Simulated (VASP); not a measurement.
# Ge2Se3 (P-3m1) in VASP: a series of runs

Ge2Se3 is run at these levels: PBE; tasks: single point, relaxation of cell and atoms.

All numbers are computed with VASP 6.6.1; they aren't measurements. Logs are shortened: lines on timing, memory, paths and dates and some standing lists are left out, and cuts for length are marked.

## (1) The cell of the first run

The structure is trigonal, space group P-3m1 (No. 164). The conventional cell has a = 4.356 Å, b = 4.356 Å, c = 6.776 Å, α = 90.00°, β = 90.00°, γ = 120.00°. Within 3.5 Å of Ge (site symmetry 3m) lie 7 Se at 2.62 to 3.01 Å. Within 4.0 Å of Se (site symmetry -3m) lie 6 Ge at 3.01 Å and 6 Se at 3.48 Å. Se (site symmetry 3m) has 4 Ge at 2.62 to 2.71 Å and 6 Se at 3.19 to 3.48 Å within 3.5 Å.

## (2) Single point, PBE

File INCAR:

```
SYSTEM = Ge2Se3
PREC     = Accurate       ! precision mode
ENCUT    = 500            ! plane-wave cutoff, eV
EDIFF    = 1E-6           ! SCF threshold, eV
ISMEAR   = 0              ! smearing method
SIGMA    = 0.1            ! smearing width, eV
LREAL    = .False.        ! projectors in reciprocal space
LASPH    = .True.         ! aspherical terms in the spheres
NELM     = 120            ! most SCF steps
ALGO     = Normal         ! electronic algorithm
ISIF     = 2              ! what is computed and relaxed
LWAVE    = .False.        ! write WAVECAR
LCHARG   = .False.        ! write CHGCAR
GGA      = PE             ! functional
NBANDS   = 31             ! bands
GGA_COMPAT= .False.
```

File KPOINTS:

```
regular mesh
0
Gamma
  6 6 4
  0 0 0
```

File POSCAR:

```
Ge2Se3
1.0
    4.3555255932      0.0000000000      0.0000000000
   -2.1777627966      3.7719958106      0.0000000000
    0.0000000000      0.0000000000      6.7764903265
Ge Se
2 3
Direct
    0.3333333333      0.6666666667      0.2450000000
    0.6666666667      0.3333333333      0.7550000000
    0.0000000000      0.0000000000      0.0000000000
    0.3333333333      0.6666666667      0.6450000000
    0.6666666667      0.3333333333      0.3550000000
```

Potentials or basis: VASP PAW PBE potentials, release 64 (Ge_d, Se).

The run is started by

```
$ cat potpaw_PBE.64/Ge_d/POTCAR potpaw_PBE.64/Se/POTCAR > POTCAR
$ mpirun -np 1 vasp_std > vasp.out
```

OUTCAR:

```text
SYSTEM = Ge2Se3
   PREC = Accurate
   ENCUT = 500
   EDIFF = 1E-6
   ISMEAR = 0
   LREAL = .False.
   LASPH = .True.
   NELM = 120
   ISIF = 2
   GGA = PE

 ion  position               nearest neighbor table
   1  0.333  0.667  0.245-   5 2.62   5 2.62   5 2.62   4 2.71
   2  0.667  0.333  0.755-   4 2.62   4 2.62   4 2.62   5 2.71
   3  0.000  0.000  0.000-
   4  0.333  0.667  0.645-   2 2.62   2 2.62   2 2.62   1 2.71
   5  0.667  0.333  0.355-   1 2.62   1 2.62   1 2.62   2 2.71

  LATTYP: Found a hexagonal cell.
 ALAT       =     4.3555255932
 C/A-ratio  =     1.5558375635

  Lattice vectors:

 A1 = (   4.3555255932,   0.0000000000,   0.0000000000)
 A2 = (  -2.1777627966,   3.7719958106,   0.0000000000)
 A3 = (   0.0000000000,   0.0000000000,   6.7764903265)

Analysis of symmetry for initial positions (statically):
=====================================================================
 Subroutine PRICEL returns:
 Original cell was already a primitive cell.

 Routine SETGRP: Setting up the symmetry group for a
 hexagonal supercell.

 Subroutine GETGRP returns: Found 12 space group operations
 (whereof 12 operations were pure point group operations)
 out of a pool of 24 trial point group operations.

The static configuration has the point symmetry D_3d.

Analysis of symmetry for dynamics (positions and initial velocities):
=====================================================================
 Subroutine PRICEL returns:
 Original cell was already a primitive cell.

 Routine SETGRP: Setting up the symmetry group for a
 hexagonal supercell.

 Subroutine GETGRP returns: Found 12 space group operations
 (whereof 12 operations were pure point group operations)
 out of a pool of 24 trial point group operations.

The dynamic configuration has the point symmetry D_3d.

 Subroutine INISYM returns: Found 12 space group operations
 (whereof 12 operations are pure point group operations),
 and found     1 'primitive' translations

----------------------------------------------------------------------------------------

                                     Primitive cell

  volume of cell :     111.3311

  direct lattice vectors                    reciprocal lattice vectors
     4.355525593  0.000000000  0.000000000     0.229593416  0.132555821  0.000000000
    -2.177762797  3.771995811  0.000000000     0.000000000  0.265111641  0.000000000
     0.000000000  0.000000000  6.776490327     0.000000000  0.000000000  0.147569015

  length of vectors
     4.355525593  4.355525593  6.776490327     0.265111641  0.265111641  0.147569015

  position of ions in fractional coordinates (direct lattice)
     0.333333333  0.666666667  0.245000000
     0.666666667  0.333333333  0.755000000
     0.000000000  0.000000000  0.000000000
     0.333333333  0.666666667  0.645000000
     0.666666667  0.333333333  0.355000000

  ion indices of the primitive-cell ions
   primitive index   ion index
                 1           1
                 2           2
                 3           3
                 4           4
                 5           5

----------------------------------------------------------------------------------------

 KPOINTS: regular mesh

Automatic generation of k-mesh.
 Grid dimensions read from file:
 generate k-points for:    6    6    4

 Generating k-lattice:

  Cartesian coordinates                     Fractional coordinates (reciprocal lattice)
     0.038265569  0.022092637  0.000000000     0.166666667 -0.000000000  0.000000000
     0.000000000  0.044185274  0.000000000     0.000000000  0.166666667  0.000000000
     0.000000000  0.000000000  0.036892254     0.000000000  0.000000000  0.250000000

  Length of vectors
     0.044185274  0.044185274  0.036892254

  Shift w.r.t. Gamma in fractional coordinates (k-lattice)
     0.000000000  0.000000000  0.000000000

 Subroutine IBZKPT returns following result:
 ===========================================

 Found     24 irreducible k-points:

 Following reciprocal coordinates:
            Coordinates               Weight
  0.000000  0.000000  0.000000      1.000000
  0.166667  0.000000  0.000000      6.000000
  0.333333  0.000000  0.000000      6.000000
  0.500000  0.000000  0.000000      3.000000
  0.166667  0.166667  0.000000      6.000000
  0.333333  0.166667  0.000000     12.000000
[... 16 lines left out ...]
  0.333333  0.166667  0.500000     12.000000
  0.333333  0.333333  0.500000      2.000000
   k-points           NKPTS =     24   k-points in BZ     NKDIM =     24   number of bands    NBANDS=     31
   number of dos      NEDOS =    301   number of ions     NIONS =      5
   total plane-waves  NPLWV =  51200
   dimension x,y,z NGX =    32 NGY =   32 NGZ =   50
   dimension x,y,z NGXF=    64 NGYF=   64 NGZF=  100
   ions per type =               2   3
   NGX,Y,Z   is equivalent  to a cutoff of  12.21, 12.21, 12.27 a.u.
   NGXF,Y,Z  is equivalent  to a cutoff of  24.43, 24.43, 24.53 a.u.
 SYSTEM =  Ge2Se3
   PREC   = accura    normal or accurate (medium, high low for compatibility)
   ISTART =      0    job   : 0-new  1-cont  2-samecut
   ICHARG =      2    charge: 1-file 2-atom 10-const
   ISPIN  =      1    spin polarized calculation?
   LNONCOLLINEAR =      F non collinear calculations
   LSORBIT =      F    spin-orbit coupling
   LASPH  =      T    aspherical Exc in radial PAW
   ENCUT  =  500.0 eV  36.75 Ry    6.06 a.u.   7.94  7.94 12.36*2*pi/ulx,y,z
   NELM   =    120;   NELMIN=  2; NELMDL= -5     # of ELM steps
   EDIFF  = 0.1E-05   stopping-criterion for ELM
   LREAL  =      F    real-space projection
   EDIFFG = 0.1E-04   stopping-criterion for IOM
   NSW    =      0    number of steps for IOM
   IBRION =     -1    ionic relax: 0-MD 1-quasi-New 2-CG
   NFREE  =      0    steps in history (QN), initial steepest desc. (CG)
   ISIF   =      2    stress and relaxation
   ISYM   =      2    0-nonsym 1-usesym 2-fastsym
   POTIM  = 0.5000    time-step for ionic-motion
   TEBEG  =    0.0;   TEEND  =   0.0 temperature during run
   PSTRESS=    0.0 pullay stress
   NELECT =      46.0000    total number of electrons
   NUPDOWN=      -1.0000    fix difference up-down
   EMIN   =  10.00;   EMAX   =-10.00  energy-range for DOS
   EFERMI =   0.00;   METHOD = LEGACY
   ISMEAR =     0;   SIGMA  =   0.10  broadening in eV -4-tet -1-fermi 0-gaus
   EFERMI_NEDOS =   21; number of points for ismear=-14 and -15
   IALGO  =     38    algorithm
   IMIX   =      4    mixing-type and parameters
     AMIX     =   0.40;   BMIX     =  1.00
     AMIX_MAG =   1.60;   BMIX_MAG =  1.00
  volume/ion in A,a.u.               =      22.27       150.26
  Fermi-wavevector in a.u.,A,eV,Ry     =   1.219332  2.304203 20.228735  1.486770
  Thomas-Fermi vector in A             =   2.354588
   LORBIT       =      0    0 simple, 1 ext, 2 COOP (PROOUT), +10 PAW based schemes
   GGA     = PE    functional components
   LHFCALC =     F    Hartree Fock is set to
   AEXX    =    0.0000 exact exchange contribution
   IVDW    =     0    specifies the selected vdW correction
   LEPSILON=     F    determine dielectric tensor
   LRPA    =     F    only Hartree local field effects (RPA)
 non-spin polarized calculation
 Gauss-broadening in eV      SIGMA  =   0.10
  energy-cutoff  :      500.00
  volume of cell :      111.33
 maximum number of plane-waves:      2844
   NGX = 15   NGY = 15   NGZ = 25

 number of electron      46.0000040 magnetization

 Free energy of the ion-electron system (eV)
  ---------------------------------------------------
  ext. energy  EPLUGINS =         0.00000000
  ---------------------------------------------------
  free energy    TOTEN  =       -18.82367106 eV

  energy without entropy =      -18.80412129  energy(sigma->0) =      -18.81389617

 E-fermi :   4.4809     XC(G=0): -10.0305

 val. band max:        4.4613638582   @ k =   0.0000   0.0000   0.5000
 cond. band min:       4.5108803095   @ k =   0.3333   0.1667   0.0000
 fundamental gap:      0.0495164513
 Fermi energy:         4.4809384452

 k-point     1 :       0.0000    0.0000    0.0000
  band No.  band energies     occupation
      1     -20.1841      2.00000
      2     -20.1837      2.00000
      3     -20.1837      2.00000
      4     -20.1831      2.00000
      5     -20.1831      2.00000
      6     -20.1817      2.00000
[... 23 lines left out ...]
     30       7.4994      0.00000
     31      10.4518      0.00000

 k-point     2 :       0.1667    0.0000    0.0000
  band No.  band energies     occupation
      1     -20.1860      2.00000
      2     -20.1838      2.00000
      3     -20.1834      2.00000
      4     -20.1823      2.00000
      5     -20.1819      2.00000
      6     -20.1812      2.00000
[... 23 lines left out ...]
     30       8.6750      0.00000
     31      10.9794      0.00000

 k-point     3 :       0.3333    0.0000    0.0000
  band No.  band energies     occupation
      1     -20.1880      2.00000
      2     -20.1850      2.00000
      3     -20.1827      2.00000
      4     -20.1808      2.00000
      5     -20.1805      2.00000
      6     -20.1799      2.00000
[... 23 lines left out ...]
     30       9.8275      0.00000
     31      11.3289      0.00000

 k-point     4 :       0.5000    0.0000    0.0000
  band No.  band energies     occupation
      1     -20.1889      2.00000
      2     -20.1856      2.00000
      3     -20.1824      2.00000
      4     -20.1801      2.00000
      5     -20.1801      2.00000
      6     -20.1793      2.00000
[... 635 lines left out ...]
     30       9.4480      0.00000
     31      11.8051      0.00000

 k-point    23 :       0.3333    0.1667    0.5000
  band No.  band energies     occupation
      1     -20.1874      2.00000
      2     -20.1860      2.00000
      3     -20.1821      2.00000
      4     -20.1815      2.00000
      5     -20.1802      2.00000
      6     -20.1791      2.00000
[... 23 lines left out ...]
     30      10.3700      0.00000
     31      11.4934      0.00000

 k-point    24 :       0.3333    0.3333    0.5000
  band No.  band energies     occupation
      1     -20.1864      2.00000
      2     -20.1864      2.00000
      3     -20.1820      2.00000
      4     -20.1820      2.00000
      5     -20.1795      2.00000
      6     -20.1795      2.00000
[... 23 lines left out ...]
     30      10.1208      0.00000
     31      11.5898      0.00000

------------------------ aborting loop because EDIFF is reached ----------------------------------------

  FORCE on cell =-STRESS in cart. coord.  units (eV):
  Direction    XX          YY          ZZ          XY          YZ          ZX
  --------------------------------------------------------------------------------------
  -------------------------------------------------------------------------------------
  Total        2.0372247      2.0372247      3.6726658      0.0000000      0.0000000      0.0000000
  in kB       29.3179048     29.3179048     52.8537004      0.0000000      0.0000000      0.0000000
  external PRESSURE =      37.1631700 kB  Pullay stress =       0.0000000 kB

 VOLUME and BASIS-vectors are now :
 -----------------------------------------------------------------------------
  energy-cutoff  :      500.00
  volume of cell :      111.33
      direct lattice vectors                 reciprocal lattice vectors
     4.355525593  0.000000000  0.000000000     0.229593416  0.132555821  0.000000000
    -2.177762797  3.771995811  0.000000000     0.000000000  0.265111641  0.000000000
     0.000000000  0.000000000  6.776490327     0.000000000  0.000000000  0.147569015

 POSITION                                       TOTAL-FORCE (eV/Angst)
 -----------------------------------------------------------------------------------
     -0.00000      2.51466      1.66024        -0.000000     -0.000000     -0.810767
      2.17776      1.25733      5.11625         0.000000      0.000000      0.810767
      0.00000      0.00000      0.00000         0.000000      0.000000      0.000000
     -0.00000      2.51466      4.37084        -0.000000     -0.000000      0.136732
      2.17776      1.25733      2.40565         0.000000      0.000000     -0.136732
 -----------------------------------------------------------------------------------
    total drift:                               -0.000000      0.000000      0.000000

  FREE ENERGIE OF THE ION-ELECTRON SYSTEM (eV)
  ---------------------------------------------------
  free  energy   TOTEN  =       -18.8236710614 eV

  energy  without entropy=      -18.8041212859  energy(sigma->0) =      -18.81389617
```

Run time: 26 s. Hardware: 1 thread of Intel Xeon 6975P-C (Granite Rapids), shared host; peak memory 0.24 GiB.

What came out:

* Free energy: -18.8237 eV
* Pressure: 3.7 GPa
* Largest force: 0.811 eV/Å
* Band gap on the k mesh: zero (bands 23 and 24 overlap by 0.84 eV)

Forces on the atoms (eV/Å):
```
Ge   0.000  0.000 -0.811
Ge   0.000  0.000  0.811
Se   0.000  0.000  0.000
Se   0.000  0.000  0.137
Se   0.000  0.000 -0.137
```

Levels at points of the mesh, in eV from the Fermi level:
| k point | band 21 | band 22 | band 23 | band 24 | band 25 | band 26 |
| --- | --- | --- | --- | --- | --- | --- |
| (0.00, 0.00, 0.00) | -1.62 | -1.62 | -1.13 | 0.29 | 2.26 | 2.26 |
| (0.50, 0.00, 0.00) | -2.21 | -1.32 | 0.07 | 1.18 | 2.80 | 4.29 |
| (0.00, 0.00, 0.50) | -1.57 | -1.57 | -0.02 | 0.24 | 1.07 | 1.07 |
| (0.50, 0.00, 0.50) | -0.94 | -0.38 | -0.36 | 0.11 | 2.01 | 4.15 |

Caveat: the cell stands under pressure.

(Part 1 of 2 ends here.)
